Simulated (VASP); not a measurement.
# Cu (P1) in VASP: single point with PBEsol

Aim: the single point of Cu with PBEsol.

Everything below comes from runs of VASP 6.6.1. Logs are shortened: lines on timing, memory, paths and dates and some standing lists are left out, and cuts for length are marked.

### 1 The cell of the first run

The typed cell holds 4 atoms: a = 5.112 Å, b = 5.112 Å, c = 2.556 Å, α = 60.00°, β = 60.00°, γ = 60.00°.

### 2 Single point, PBEsol

Input file INCAR:

```
SYSTEM = Cu
ALGO = Normal
EDIFF = 1E-7
ENCUT = 520
GGA = PS
ISIF = 2
ISMEAR = -1
LASPH = .TRUE.
LCHARG = .FALSE.
LREAL = .FALSE.
LWAVE = .FALSE.
NBANDS = 30
NELM = 80
PREC = Accurate
SIGMA = 0.08
```

Input file KPOINTS:

```
k-points
0
G
  5 5 9
  0 0 0
```

Input file POSCAR:

```
Cu
1.0
    0.0000000000      3.6150000000      3.6150000000
    3.6150000000      0.0000000000      3.6150000000
    1.8075000000      1.8075000000      0.0000000000
Cu
4
Direct
   -0.0171904564      0.0028139696      0.0256008299
    0.0207692946      0.5109410788     -0.0307485477
    0.4967986169     -0.0150785615     -0.0213283541
    0.4996226833      0.5013233748      0.0264763485
```

Potentials or basis: VASP PAW PBE potentials, release 64 (Cu).

Run with:

```bash
$ cat potpaw_PBE.64/Cu/POTCAR > POTCAR
$ mpirun -np 1 vasp_std > vasp.out
```

OUTCAR:

```text
SYSTEM = Cu
   EDIFF = 1E-7
   ENCUT = 520
   GGA = PS
   ISIF = 2
   ISMEAR = -1
   LASPH = .TRUE.
   LREAL = .FALSE.
   NELM = 80
   PREC = Accurate

 ion  position               nearest neighbor table
   1  0.983  0.003  0.026-   3 2.46   2 2.47   2 2.50   4 2.51   3 2.53   3 2.59   4 2.60   2 2.63
                             2 2.65   3 2.65
   2  0.021  0.511  0.969-   4 2.43   1 2.47   1 2.50   4 2.50   3 2.56   3 2.57   4 2.62   1 2.63
                             1 2.65   4 2.68
   3  0.497  0.985  0.979-   4 2.41   1 2.46   1 2.53   4 2.54   2 2.56   2 2.57   4 2.58   1 2.59
                             1 2.65   4 2.71
   4  0.500  0.501  0.026-   3 2.41   2 2.43   2 2.50   1 2.51   3 2.54   3 2.58   1 2.60   2 2.62
                             2 2.68   3 2.71

  LATTYP: Found a base centered orthorhombic cell.
 ALAT       =     5.1123820280
 B/A-ratio  =     1.4142135624
 C/A-ratio  =     0.5000000000

  Lattice vectors:

 A1 = (  -1.8075000000,   1.8075000000,  -3.6150000000)
 A2 = (  -1.8075000000,   1.8075000000,   3.6150000000)
 A3 = (   1.8075000000,   1.8075000000,   0.0000000000)

Analysis of symmetry for initial positions (statically):
=====================================================================
 Subroutine PRICEL returns:
 Original cell was already a primitive cell.

 Routine SETGRP: Setting up the symmetry group for a
 base centered orthorhombic supercell.

 Subroutine GETGRP returns: Found  1 space group operations
 (whereof  1 operations were pure point group operations)
 out of a pool of  8 trial point group operations.

The static configuration has the point symmetry C_1 .

Analysis of symmetry for dynamics (positions and initial velocities):
=====================================================================
 Subroutine PRICEL returns:
 Original cell was already a primitive cell.

 Routine SETGRP: Setting up the symmetry group for a
 base centered orthorhombic supercell.

 Subroutine GETGRP returns: Found  1 space group operations
 (whereof  1 operations were pure point group operations)
 out of a pool of  8 trial point group operations.

The dynamic configuration has the point symmetry C_1 .

 Subroutine INISYM returns: Found  1 space group operations
 (whereof  1 operations are pure point group operations),
 and found     1 'primitive' translations

----------------------------------------------------------------------------------------

                                     Primitive cell

  volume of cell :      47.2416

  direct lattice vectors                    reciprocal lattice vectors
     0.000000000  3.615000000  3.615000000    -0.138312586  0.138312586  0.138312586
     3.615000000  0.000000000  3.615000000     0.138312586 -0.138312586  0.138312586
     1.807500000  1.807500000  0.000000000     0.276625173  0.276625173 -0.276625173

  length of vectors
     5.112382028  5.112382028  2.556191014     0.239564427  0.239564427  0.479128854

  position of ions in fractional coordinates (direct lattice)
     0.982809544  0.002813970  0.025600830
     0.020769295  0.510941079  0.969251452
     0.496798617  0.984921439  0.978671646
     0.499622683  0.501323375  0.026476348

  ion indices of the primitive-cell ions
   primitive index   ion index
                 1           1
                 2           2
                 3           3
                 4           4

----------------------------------------------------------------------------------------

 KPOINTS: k-points

Automatic generation of k-mesh.
 Grid dimensions read from file:
 generate k-points for:    5    5    9

 Generating k-lattice:

  Cartesian coordinates                     Fractional coordinates (reciprocal lattice)
    -0.027662517  0.027662517  0.027662517     0.200000000  0.000000000  0.000000000
     0.027662517 -0.027662517  0.027662517     0.000000000  0.200000000  0.000000000
     0.030736130  0.030736130 -0.030736130     0.000000000  0.000000000  0.111111111

  Length of vectors
     0.047912885  0.047912885  0.053236539

  Shift w.r.t. Gamma in fractional coordinates (k-lattice)
     0.000000000  0.000000000  0.000000000

 -----------------------------------------------------------------------------
|                                                                             |
|           W    W    AA    RRRRR   N    N  II  N    N   GGGG   !!!           |
|           W    W   A  A   R    R  NN   N  II  NN   N  G    G  !!!           |
|           W    W  A    A  R    R  N N  N  II  N N  N  G       !!!           |
|           W WW W  AAAAAA  RRRRR   N  N N  II  N  N N  G  GGG   !            |
|           WW  WW  A    A  R   R   N   NN  II  N   NN  G    G                |
|           W    W  A    A  R    R  N    N  II  N    N   GGGG   !!!           |
|                                                                             |
|     Your reciprocal lattice and k-lattice belong to different lattice       |
|     classes:                                                                |
|                                                                             |
|        The reciprocal lattice is base centered orthorhombic,                |
|        whereas your k-lattice is base-centered monoclinic.                  |
|                                                                             |
|     Results are often still useful ...                                      |
|                                                                             |
 -----------------------------------------------------------------------------

 WARNING: IBZKPT: internal override: KBLOWUP is changed to .FALSE.
      ... skipping the blow-up phase ...

 Subroutine IBZKPT returns following result:
 ===========================================

 Found    113 irreducible k-points:

 Following reciprocal coordinates:
            Coordinates               Weight
  0.000000  0.000000  0.000000      1.000000
  0.200000  0.000000  0.000000      2.000000
  0.400000  0.000000  0.000000      2.000000
  0.000000  0.200000  0.000000      2.000000
  0.200000  0.200000  0.000000      2.000000
  0.400000  0.200000  0.000000      2.000000
[... 16 lines left out ...]
 -0.200000  0.200000  0.111111      2.000000
  0.000000  0.400000  0.111111      2.000000
 [... further k-points ...]
   k-points           NKPTS =    113   k-points in BZ     NKDIM =    113   number of bands    NBANDS=     30
   number of dos      NEDOS =    301   number of ions     NIONS =      4
   total plane-waves  NPLWV =  32000
   dimension x,y,z NGX =    40 NGY =   40 NGZ =   20
   dimension x,y,z NGXF=    80 NGYF=   80 NGZF=   40
   ions per type =               4
   NGX,Y,Z   is equivalent  to a cutoff of  13.01, 13.01, 13.01 a.u.
   NGXF,Y,Z  is equivalent  to a cutoff of  26.01, 26.01, 26.01 a.u.
 SYSTEM =  Cu
   PREC   = accura    normal or accurate (medium, high low for compatibility)
   ISTART =      0    job   : 0-new  1-cont  2-samecut
   ICHARG =      2    charge: 1-file 2-atom 10-const
   ISPIN  =      1    spin polarized calculation?
   LNONCOLLINEAR =      F non collinear calculations
   LSORBIT =      F    spin-orbit coupling
   LASPH  =      T    aspherical Exc in radial PAW
   ENCUT  =  520.0 eV  38.22 Ry    6.18 a.u.   9.51  9.51  4.75*2*pi/ulx,y,z
   NELM   =     80;   NELMIN=  2; NELMDL= -5     # of ELM steps
   EDIFF  = 0.1E-06   stopping-criterion for ELM
   LREAL  =      F    real-space projection
   EDIFFG = 0.1E-05   stopping-criterion for IOM
   NSW    =      0    number of steps for IOM
   IBRION =     -1    ionic relax: 0-MD 1-quasi-New 2-CG
   NFREE  =      0    steps in history (QN), initial steepest desc. (CG)
   ISIF   =      2    stress and relaxation
   ISYM   =      2    0-nonsym 1-usesym 2-fastsym
   POTIM  = 0.5000    time-step for ionic-motion
   TEBEG  =    0.0;   TEEND  =   0.0 temperature during run
   PSTRESS=    0.0 pullay stress
   NELECT =      44.0000    total number of electrons
   NUPDOWN=      -1.0000    fix difference up-down
   EMIN   =  10.00;   EMAX   =-10.00  energy-range for DOS
   EFERMI =   0.00;   METHOD = LEGACY
   ISMEAR =    -1;   SIGMA  =   0.08  broadening in eV -4-tet -1-fermi 0-gaus
   EFERMI_NEDOS =   21; number of points for ismear=-14 and -15
   IALGO  =     38    algorithm
   IMIX   =      4    mixing-type and parameters
     AMIX     =   0.40;   BMIX     =  1.00
     AMIX_MAG =   1.60;   BMIX_MAG =  1.00
  volume/ion in A,a.u.               =      11.81        79.70
  Fermi-wavevector in a.u.,A,eV,Ry     =   1.598763  3.021224 34.777078  2.556043
  Thomas-Fermi vector in A             =   2.696162
   LORBIT       =      0    0 simple, 1 ext, 2 COOP (PROOUT), +10 PAW based schemes
   GGA     = PS    functional components
   LHFCALC =     F    Hartree Fock is set to
   AEXX    =    0.0000 exact exchange contribution
   IVDW    =     0    specifies the selected vdW correction
   LEPSILON=     F    determine dielectric tensor
   LRPA    =     F    only Hartree local field effects (RPA)
 non-spin polarized calculation
  energy-cutoff  :      520.00
  volume of cell :       47.24
 maximum number of plane-waves:      1321
 NGX is ok and might be reduce to    40
   NGX = 19   NGY = 19   NGZ =  9

 number of electron      44.0000006 magnetization

 Free energy of the ion-electron system (eV)
  ---------------------------------------------------
  ext. energy  EPLUGINS =         0.00000000
  ---------------------------------------------------
  free energy    TOTEN  =       -17.08073877 eV

  energy without entropy =      -17.04747568  energy(sigma->0) =      -17.06410722

 E-fermi :   7.4054     XC(G=0): -12.9029

 val. band max:        7.4018531460   @ k =   0.0000   0.4000   0.2222
 cond. band min:       7.4055210061   @ k =   0.0000   0.0000   0.1111
 fundamental gap:      0.0036678601
 Fermi energy:         7.4054094074

 k-point     1 :       0.0000    0.0000    0.0000
  band No.  band energies     occupation
      1      -1.9899      2.00000
      2       2.3026      2.00000
      3       2.3111      2.00000
      4       2.5086      2.00000
      5       2.9659      2.00000
      6       4.2702      2.00000
[... 22 lines left out ...]
     29      20.5366      0.00000
     30      24.8727      0.00000

 k-point     2 :       0.2000    0.0000    0.0000
  band No.  band energies     occupation
      1      -1.6277      2.00000
      2       2.0412      2.00000
      3       2.4670      2.00000
      4       2.6265      2.00000
      5       3.0572      2.00000
      6       4.1721      2.00000
[... 718 lines left out ...]
 k-point    24 :       0.0000    0.4000    0.1111
  band No.  band energies     occupation
      1      -0.6661      2.00000
      2       1.7419      2.00000
      3       2.6096      2.00000
      4       3.0070      2.00000
      5       3.3085      2.00000
      6       3.9607      2.00000
[... 22 lines left out ...]
     29      19.1920      0.00000
     30      22.2482      0.00000

 [... further k-points ...]
[... 5 lines left out ...]
  --------------------------------------------------------------------------------------
  -------------------------------------------------------------------------------------
  Total       -1.1835592     -1.5505293     -1.2161110     -0.4046075      0.2297322      0.3180752
  in kB      -40.1398413    -52.5854569    -41.2438219    -13.7220696      7.7912566     10.7873678
  external PRESSURE =     -44.6563734 kB  Pullay stress =       0.0000000 kB

 VOLUME and BASIS-vectors are now :
 -----------------------------------------------------------------------------
  energy-cutoff  :      520.00
  volume of cell :       47.24
      direct lattice vectors                 reciprocal lattice vectors
     0.000000000  3.615000000  3.615000000    -0.138312586  0.138312586  0.138312586
     3.615000000  0.000000000  3.615000000     0.138312586 -0.138312586  0.138312586
     1.807500000  1.807500000  0.000000000     0.276625173  0.276625173 -0.276625173

 POSITION                                       TOTAL-FORCE (eV/Angst)
 -----------------------------------------------------------------------------------
      0.05645      3.59913      3.56303        -0.167182     -0.202506      0.499919
      3.59897      1.82700      1.92213         0.154493      0.100968     -0.790396
      5.32944      3.56488      5.35642         0.598230      0.078668      0.194183
      1.86014      1.85399      3.61842        -0.585541      0.022870      0.096294
 -----------------------------------------------------------------------------------
    total drift:                                0.000022     -0.000052      0.000017

  FREE ENERGIE OF THE ION-ELECTRON SYSTEM (eV)
  ---------------------------------------------------
  free  energy   TOTEN  =       -17.0807387702 eV

  energy  without entropy=      -17.0474756755  energy(sigma->0) =      -17.06410722
```

Run time: 2.4 min. Hardware: 1 thread of Intel Xeon Platinum 8175M at 2.50GHz (Skylake/Cascade Lake), shared host; peak memory 0.25 GiB.

What came out:

| Item | Value |
| --- | --- |
| Free energy | -17.0807 eV |
| Pressure | -4.5 GPa |
| Largest force | 0.812 eV/Å |
| Band gap on the k mesh | zero (band 22 reaches 10.56 eV, above the bottom of band 23 at 5.98 eV) |

Forces in eV/Å, atoms in the order of the input:
```
Cu  -0.167 -0.203  0.500
Cu   0.154  0.101 -0.790
Cu   0.598  0.079  0.194
Cu  -0.586  0.023  0.096
```

Stress tensor (GPa, compression positive):
```
-4.01 -1.37  1.08
-1.37 -5.26  0.78
 1.08  0.78 -4.12
```

Caveat: the PAW data sets were made with another functional, which shifts forces and pressure a little.
